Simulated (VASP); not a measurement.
Runs of VASP 6.6.1 on W. The structure is that of space group Im-3m (No. 229), or close to it. The cells are those of the table. 

```csv
task,cell,k mesh,cutoff (eV),gap on the mesh (eV),pressure (GPa)
single point,"a = 2.734 Å, angles 109.5°, 1 atom",8 × 8 × 8,520,none,0.3
single point,"a = 2.732 Å, angles 109.5°, 1 atom",18 × 18 × 18,520,none,(a)
relaxation of cell and atoms,"relaxed from a = 2.807 Å, angles 109.5°, 1 atom",8 × 8 × 8,600,none,0.0
single point,"a = 2.807 Å, angles 109.5°, 1 atom",8 × 8 × 8,520,none,-21.7
```

Alike in all rows: level PBEsol; potentials or basis VASP PAW PBE potentials, release 64 (W_sv); no spin polarisation; smearing gaussian 0.1 eV.

Task: Estimate the missing entries.

Result: (a) 0.6.

Caveats: the PAW data sets were made with another functional, which shifts forces and pressure a little; spin-orbit coupling is left out, which moves the levels of the heavy elements.

A k mesh can miss the band edges, and the runs leave out spin-orbit coupling on W.

A gap of «none» marks levels without a gap at the run's occupations.
